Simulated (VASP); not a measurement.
# Zn (Fd-3m) in VASP: a series of runs

Zn is run at these levels: PBE; tasks: relaxation of cell and atoms.

Everything below comes from runs of VASP 6.6.1. Logs are shortened: lines on timing, memory, paths and dates and some standing lists are left out, and cuts for length are marked.

**1. The cell of the first run**

The structure is cubic, space group Fd-3m (No. 227). The conventional cell has a = 5.420 Å, b = 5.420 Å, c = 5.420 Å, α = 90.00°, β = 90.00°, γ = 90.00°. Within 3.1 Å of Zn (site symmetry -43m) lie 4 Zn at 2.35 Å.

This isn't the form of Zn at room conditions, which is hcp.

**2. Relaxation of cell and atoms, PBE, target pressure 40 GPa, at which the enthalpy is minimised**

File INCAR:

```
ALGO     = Normal         # electronic algorithm
EDIFF    = 1E-7           # SCF threshold, eV
EDIFFG   = -0.03          # ionic threshold
ENCUT    = 500            # plane-wave cutoff, eV
GGA      = PE             # functional
GGA_COMPAT= False        
IBRION   = 2              # ionic algorithm
ISIF     = 3              # what is computed and relaxed
ISMEAR   = 1              # smearing method
LASPH    = True           # aspherical terms in the spheres
LCHARG   = False          # write CHGCAR
LREAL    = False          # projectors in reciprocal space
LWAVE    = False          # write WAVECAR
NELM     = 120            # most SCF steps
NELMIN   = 4            
NSW      = 80             # ionic steps
PREC     = Accurate       # precision mode
PSTRESS  = 400.0        
SIGMA    = 0.1            # smearing width, eV
```

File KPOINTS:

```
k-points
0
Gamma
  13 13 13
```

File POSCAR:

```
Zn
1.0
    0.0000000000      2.7100000000      2.7100000000
    2.7100000000      0.0000000000      2.7100000000
    2.7100000000      2.7100000000      0.0000000000
Zn
2
Direct
    1.0000000000      1.0000000000      1.0000000000
    0.2500000000      0.2500000000      0.2500000000
```

Potentials or basis: VASP PAW PBE potentials, release 64 (Zn).

Launch:

```sh
$ cat potpaw_PBE.64/Zn/POTCAR > POTCAR
$ mpirun -np 1 vasp_std > vasp.out
```

OUTCAR:

```text
EDIFF = 1E-7
   EDIFFG = -0.03
   ENCUT = 500
   GGA = PE
   IBRION = 2
   ISIF = 3
   ISMEAR = 1
   LASPH = True
   LREAL = False
   NELM = 120
   NELMIN = 4
   NSW = 80
   PREC = Accurate
   PSTRESS = 400.0

 ion  position               nearest neighbor table
   1  0.000  0.000  0.000-   2 2.35   2 2.35   2 2.35   2 2.35
   2  0.250  0.250  0.250-   1 2.35   1 2.35   1 2.35   1 2.35

  LATTYP: Found a face centered cubic cell.
 ALAT       =     5.4200000000

  Lattice vectors:

 A1 = (   0.0000000000,   2.7100000000,   2.7100000000)
 A2 = (   2.7100000000,   0.0000000000,   2.7100000000)
 A3 = (   2.7100000000,   2.7100000000,   0.0000000000)

Analysis of symmetry for initial positions (statically):
=====================================================================
 Subroutine PRICEL returns:
 Original cell was already a primitive cell.

 Routine SETGRP: Setting up the symmetry group for a
 face centered cubic supercell.

 Subroutine GETGRP returns: Found 48 space group operations
 (whereof 24 operations were pure point group operations)
 out of a pool of 48 trial point group operations.

The static configuration has the point symmetry T_d .
 The point group associated with its full space group is O_h .

Analysis of symmetry for dynamics (positions and initial velocities):
=====================================================================
 Subroutine PRICEL returns:
 Original cell was already a primitive cell.

 Routine SETGRP: Setting up the symmetry group for a
 face centered cubic supercell.

 Subroutine GETGRP returns: Found 48 space group operations
 (whereof 24 operations were pure point group operations)
 out of a pool of 48 trial point group operations.

The dynamic configuration has the point symmetry T_d .
 The point group associated with its full space group is O_h .

 Subroutine INISYM returns: Found 48 space group operations
 (whereof 24 operations are pure point group operations),
 and found     1 'primitive' translations

----------------------------------------------------------------------------------------

                                     Primitive cell

  volume of cell :      39.8050

  direct lattice vectors                    reciprocal lattice vectors
     0.000000000  2.710000000  2.710000000    -0.184501845  0.184501845  0.184501845
     2.710000000  0.000000000  2.710000000     0.184501845 -0.184501845  0.184501845
     2.710000000  2.710000000  0.000000000     0.184501845  0.184501845 -0.184501845

  length of vectors
     3.832518754  3.832518754  3.832518754     0.319566570  0.319566570  0.319566570

  position of ions in fractional coordinates (direct lattice)
     0.000000000  0.000000000  0.000000000
     0.250000000  0.250000000  0.250000000

  ion indices of the primitive-cell ions
   primitive index   ion index
                 1           1
                 2           2

----------------------------------------------------------------------------------------

 KPOINTS: k-points

Automatic generation of k-mesh.
 Grid dimensions read from file:
 generate k-points for:   13   13   13

 Generating k-lattice:

  Cartesian coordinates                     Fractional coordinates (reciprocal lattice)
    -0.014192450  0.014192450  0.014192450     0.076923077  0.000000000  0.000000000
     0.014192450 -0.014192450  0.014192450     0.000000000  0.076923077  0.000000000
     0.014192450  0.014192450 -0.014192450     0.000000000  0.000000000  0.076923077

  Length of vectors
     0.024582044  0.024582044  0.024582044

  Shift w.r.t. Gamma in fractional coordinates (k-lattice)
     0.000000000  0.000000000  0.000000000

 Subroutine IBZKPT returns following result:
 ===========================================

 Found     84 irreducible k-points:

 Following reciprocal coordinates:
            Coordinates               Weight
  0.000000  0.000000  0.000000      1.000000
  0.076923  0.000000  0.000000      8.000000
  0.153846  0.000000  0.000000      8.000000
  0.230769  0.000000  0.000000      8.000000
  0.307692  0.000000  0.000000      8.000000
  0.384615  0.000000  0.000000      8.000000
[... 16 lines left out ...]
  0.384615  0.153846  0.000000     24.000000
  0.461538  0.153846  0.000000     24.000000
 [... further k-points ...]
   k-points           NKPTS =     84   k-points in BZ     NKDIM =     84   number of bands    NBANDS=     16
   number of dos      NEDOS =    301   number of ions     NIONS =      2
   total plane-waves  NPLWV =  21952
   dimension x,y,z NGX =    28 NGY =   28 NGZ =   28
   dimension x,y,z NGXF=    56 NGYF=   56 NGZF=   56
   ions per type =               2
   NGX,Y,Z   is equivalent  to a cutoff of  12.15, 12.15, 12.15 a.u.
   NGXF,Y,Z  is equivalent  to a cutoff of  24.29, 24.29, 24.29 a.u.
 SYSTEM =  unknown system
   PREC   = accura    normal or accurate (medium, high low for compatibility)
   ISTART =      0    job   : 0-new  1-cont  2-samecut
   ICHARG =      2    charge: 1-file 2-atom 10-const
   ISPIN  =      1    spin polarized calculation?
   LNONCOLLINEAR =      F non collinear calculations
   LSORBIT =      F    spin-orbit coupling
   LASPH  =      T    aspherical Exc in radial PAW
   ENCUT  =  500.0 eV  36.75 Ry    6.06 a.u.   6.99  6.99  6.99*2*pi/ulx,y,z
   NELM   =    120;   NELMIN=  4; NELMDL= -5     # of ELM steps
   EDIFF  = 0.1E-06   stopping-criterion for ELM
   LREAL  =      F    real-space projection
   EDIFFG = -.3E-01   stopping-criterion for IOM
   NSW    =     80    number of steps for IOM
   IBRION =      2    ionic relax: 0-MD 1-quasi-New 2-CG
   NFREE  =      1    steps in history (QN), initial steepest desc. (CG)
   ISIF   =      3    stress and relaxation
   ISYM   =      2    0-nonsym 1-usesym 2-fastsym
   POTIM  = 0.5000    time-step for ionic-motion
   TEBEG  =    0.0;   TEEND  =   0.0 temperature during run
   PSTRESS=  400.0 pullay stress
   NELECT =      24.0000    total number of electrons
   NUPDOWN=      -1.0000    fix difference up-down
   EMIN   =  10.00;   EMAX   =-10.00  energy-range for DOS
   EFERMI =   0.00;   METHOD = LEGACY
   ISMEAR =     1;   SIGMA  =   0.10  broadening in eV -4-tet -1-fermi 0-gaus
   EFERMI_NEDOS =   21; number of points for ismear=-14 and -15
   IALGO  =     38    algorithm
   IMIX   =      4    mixing-type and parameters
     AMIX     =   0.40;   BMIX     =  1.00
     AMIX_MAG =   1.60;   BMIX_MAG =  1.00
  volume/ion in A,a.u.               =      19.90       134.31
  Fermi-wavevector in a.u.,A,eV,Ry     =   1.383033  2.613554 26.024965  1.912781
  Thomas-Fermi vector in A             =   2.507669
   LORBIT       =      0    0 simple, 1 ext, 2 COOP (PROOUT), +10 PAW based schemes
   GGA     = PE    functional components
   LHFCALC =     F    Hartree Fock is set to
   AEXX    =    0.0000 exact exchange contribution
   IVDW    =     0    specifies the selected vdW correction
   LEPSILON=     F    determine dielectric tensor
   LRPA    =     F    only Hartree local field effects (RPA)
 conjugate gradient relaxation of ions
 non-spin polarized calculation
 Methfessel and Paxton  Order N= 1 SIGMA  =   0.10
  energy-cutoff  :      500.00
  volume of cell :       39.81
 maximum number of plane-waves:      1023
   NGX = 13   NGY = 13   NGZ = 13

--------------------------------------- Ionic step        1  -------------------------------------------

 number of electron      23.9999992 magnetization

 Free energy of the ion-electron system (eV)
  ---------------------------------------------------
  ext. energy  EPLUGINS =         0.00000000
  ---------------------------------------------------
  free energy    TOTEN  =        -1.03154689 eV

  energy without entropy =       -1.03218298  energy(sigma->0) =       -1.03175892

 E-fermi :   1.2109     XC(G=0):  -9.9364

 val. band max:        1.1492141463   @ k =  -0.4615   0.3846   0.0000
 cond. band min:       1.2591429741   @ k =  -0.3846   0.4615   0.1538
 fundamental gap:      0.1099288277
 Fermi energy:         1.2109167989

 k-point     1 :       0.0000    0.0000    0.0000
  band No.  band energies     occupation
      1      -7.4076      2.00000
      2      -6.7728      2.00000
      3      -6.7728      2.00000
      4      -6.7728      2.00000
      5      -6.7268      2.00000
      6      -6.7268      2.00000
[... 8 lines left out ...]
     15       8.8559      0.00000
     16       8.8559      0.00000

 k-point     2 :       0.0769    0.0000    0.0000
  band No.  band energies     occupation
      1      -7.3261      2.00000
      2      -6.8025      2.00000
      3      -6.8025      2.00000
      4      -6.7704      2.00000
      5      -6.6878      2.00000
      6      -6.6878      2.00000
[... 8 lines left out ...]
     15       9.1677      0.00000
     16       9.2519      0.00000
[... 1002 lines left out ...]
  FORCE on cell =-STRESS in cart. coord.  units (eV):
  Direction    XX          YY          ZZ          XY          YZ          ZX
  --------------------------------------------------------------------------------------
  -------------------------------------------------------------------------------------
  Total        7.5979353      7.5979353      7.5979353     -0.0000000     -0.0000000      0.0000000
  in kB      387.8069074    387.8069074    387.8069074     -0.0000000     -0.0000000      0.0000000
  external PRESSURE =     -12.1930926 kB  Pullay stress =     400.0000000 kB

 VOLUME and BASIS-vectors are now :
 -----------------------------------------------------------------------------
  energy-cutoff  :      500.00
  volume of cell :       31.39
      direct lattice vectors                 reciprocal lattice vectors
    -0.000000000  2.503726463  2.503726463    -0.199702327  0.199702327  0.199702327
     2.503726463  0.000000000  2.503726463     0.199702327 -0.199702327  0.199702327
     2.503726463  2.503726463  0.000000000     0.199702327  0.199702327 -0.199702327

 POSITION                                       TOTAL-FORCE (eV/Angst)
 -----------------------------------------------------------------------------------
      5.00745      5.00745      5.00745         0.000000      0.000000      0.000000
      1.25186      1.25186      1.25186        -0.000000     -0.000000     -0.000000
 -----------------------------------------------------------------------------------
    total drift:                                0.000000      0.000000      0.000000

  FREE ENERGIE OF THE ION-ELECTRON SYSTEM (eV)
  ---------------------------------------------------
  free  energy   TOTEN  =         0.1186894729 eV

  energy  without entropy=        0.1193759127  energy(sigma->0) =        0.11891829

  enthalpy is  TOTEN    =         7.9555125728 eV   P V=        7.8368231000

--------------------------------------- Ionic step        5  -------------------------------------------

 number of electron      24.0000015 magnetization

 Free energy of the ion-electron system (eV)
  ---------------------------------------------------
  ext. energy  EPLUGINS =         0.00000000
  ---------------------------------------------------
  free energy    TOTEN  =         0.17010415 eV

  energy without entropy =        0.17076564  energy(sigma->0) =        0.17032465

 E-fermi :   2.6402     XC(G=0): -11.1586

 val. band max:        2.6346432253   @ k =  -0.4615   0.3846   0.0769
 cond. band min:       2.6592981181   @ k =  -0.2308   0.2308   0.0000
 fundamental gap:      0.0246548928
 Fermi energy:         2.6402464245

 k-point     1 :       0.0000    0.0000    0.0000
  band No.  band energies     occupation
      1      -7.5162      2.00000
      2      -6.1648      2.00000
      3      -6.1648      2.00000
      4      -6.1648      2.00000
      5      -6.1280      2.00000
      6      -6.1280      2.00000
[... 8 lines left out ...]
     15      11.5674      0.00000
     16      11.5674      0.00000

 k-point     2 :       0.0769    0.0000    0.0000
  band No.  band energies     occupation
      1      -7.4133      2.00000
      2      -6.2207      2.00000
      3      -6.2207      2.00000
      4      -6.1608      2.00000
      5      -6.0576      2.00000
      6      -6.0576      2.00000
[... 8 lines left out ...]
     15      12.1504      0.00000
     16      12.1504      0.00000
[... 425 lines left out ...]
  --------------------------------------------------------------------------------------
  -------------------------------------------------------------------------------------
  Total        7.7817098      7.7817098      7.7817098      0.0000000      0.0000000     -0.0000000
  in kB      399.8527420    399.8527420    399.8527420      0.0000000      0.0000000     -0.0000000
  external PRESSURE =      -0.1472580 kB  Pullay stress =     400.0000000 kB

 VOLUME and BASIS-vectors are now :
 -----------------------------------------------------------------------------
  energy-cutoff  :      500.00
  volume of cell :       31.18
      direct lattice vectors                 reciprocal lattice vectors
    -0.000000000  2.498150002  2.498150002    -0.200148109  0.200148109  0.200148109
     2.498150002  0.000000000  2.498150002     0.200148109 -0.200148109  0.200148109
     2.498150002  2.498150002  0.000000000     0.200148109  0.200148109 -0.200148109

 POSITION                                       TOTAL-FORCE (eV/Angst)
 -----------------------------------------------------------------------------------
      0.00000      0.00000      0.00000        -0.000000     -0.000000     -0.000000
      1.24908      1.24908      1.24908         0.000000      0.000000      0.000000
 -----------------------------------------------------------------------------------
    total drift:                                0.000000      0.000000      0.000000

  FREE ENERGIE OF THE ION-ELECTRON SYSTEM (eV)
  ---------------------------------------------------
  free  energy   TOTEN  =         0.1701041492 eV

  energy  without entropy=        0.1707656373  energy(sigma->0) =        0.17032465

  enthalpy is  TOTEN    =         7.9546797563 eV   P V=        7.7845756070

 reached required accuracy - stopping structural energy minimisation
```

It took 2.6 min on 1 thread of Intel Xeon 6975P-C (Granite Rapids), shared host; peak memory 0.18 GiB.

What came out:

- Free energy: 0.1701 eV
- Relaxed volume: 15.59 Å³/atom
- Relaxed cell: a = 3.533 Å, b = 3.533 Å, c = 3.533 Å, α = 60.00°, β = 60.00°, γ = 60.00°
- Space group after relaxing (to 0.1 Å): Fd-3m (No. 227)
- Energy change on relaxing (the run minimises the enthalpy): +600.8 meV/atom
- Ionic steps: 5
- Pressure after relaxing: 40.0 GPa
- Band gap on the k mesh: zero (bands 12 and 13 overlap by 9.26 eV)

The path:
```tsv
step	energy change (eV)	largest force (eV/Å)	pressure (GPa)	volume (Å³)
1	0.0000	0.0000	10.34	39.81
2	6.0587	0.0000	161.33	22.13
3	1.0369	0.0000	36.07	31.88
4	1.1502	0.0000	38.78	31.39
5	1.2017	0.0000	39.99	31.18
```

Final structure:
```
CELL_PARAMETERS angstrom
0.00000 2.49815 2.49815
2.49815 0.00000 2.49815
2.49815 2.49815 0.00000
ATOMIC_POSITIONS crystal
Zn 0.00000 0.00000 0.00000
Zn 0.25000 0.25000 0.25000
```

Caveat: the cell is relaxed towards a set pressure, so the run minimises the enthalpy, not the energy; the volume moved by over 15 % at a fixed basis, so the end points are rough.

**3. Relaxation of cell and atoms, PBE, target pressure 60 GPa, at which the enthalpy is minimised**

File INCAR:

```
ALGO = Normal
EDIFF = 1E-7
EDIFFG = -0.03
ENCUT = 500
GGA = PE
GGA_COMPAT = False
IBRION = 2
ISIF = 3
ISMEAR = 1
LASPH = True
LCHARG = False
LREAL = False
LWAVE = False
NELM = 120
NELMIN = 4
NSW = 80
PREC = Accurate
PSTRESS = 600.0
SIGMA = 0.1
```

KPOINTS is that of step 2.

POSCAR is that of step 2.

Potentials or basis: VASP PAW PBE potentials, release 64 (Zn).

Launch:

```sh
$ cat potpaw_PBE.64/Zn/POTCAR > POTCAR
$ mpirun -np 1 vasp_std > vasp.out
```

Wall time 7.4 min (1 thread of Intel Xeon 6975P-C (Granite Rapids), shared host); peak memory 0.18 GiB.

The run converged. Its results:

```yaml
Free_energy: 1.0054 eV
Relaxed_volume: 14.23 Å³/atom
Relaxed_cell: a = 3.427 Å, b = 3.427 Å, c = 3.427 Å, α = 60.00°, β = 60.00°, γ = 60.00°
Space_group_after_relaxing_to_0.1_Å: Fd-3m (No. 227)
Energy_change_on_relaxing_the_run_minimises_the_enthalpy: +1018.5 meV/atom
Ionic_steps: 17
Pressure_after_relaxing: 60.0 GPa
Band_gap_on_the_k_mesh: zero (bands 12 and 13 overlap by 10.11 eV)
```

Step by step:
```
step  energy change (eV)  largest force (eV/Å)  pressure (GPa)  volume (Å³)
   1              0.0000                0.0000           10.34        39.81
   2             25.7111                0.0000          784.43        13.79
   3              1.3427                0.0000           43.38        30.64
   4              1.6437                0.0000           50.57        29.61
   5              2.0526                0.0000           60.38        28.42
   6              1.9772                0.0000           58.56        28.63
   7              1.9808                0.0000           58.64        28.62
   8              1.9914                0.0000           58.90        28.59
   9              1.9916                0.0000           58.90        28.59
  10              1.9920                0.0000           58.92        28.59
  11              1.9930                0.0000           58.94        28.58
  12              1.9948                0.0000           58.97        28.58
  13              1.9986                0.0000           59.07        28.57
  14              2.0061                0.0000           59.25        28.55
  15              2.0212                0.0000           59.62        28.51
  16              2.0516                0.0000           60.35        28.43
  17              2.0369                0.0000           59.99        28.46
```

Final structure:
```yaml
crystal:
  lattice:
    - [0.00000, 2.42341, 2.42341]
    - [2.42341, 0.00000, 2.42341]
    - [2.42341, 2.42341, 0.00000]
  atoms:
    - { symbol: Zn, position: [0.00000, 0.00000, 0.00000] }
    - { symbol: Zn, position: [0.25000, 0.25000, 0.25000] }
```

Levels at points of the mesh, in eV from the Fermi level:
```
           k point  band 10  band 11  band 12  band 13  band 14  band 15
(0.00, 0.00, 0.00)    -7.15    -7.15     8.46     8.46     8.46     9.49
```

Caveat: the cell is relaxed towards a set pressure, so the run minimises the enthalpy, not the energy; the volume moved by over 15 % at a fixed basis, so the end points are rough.
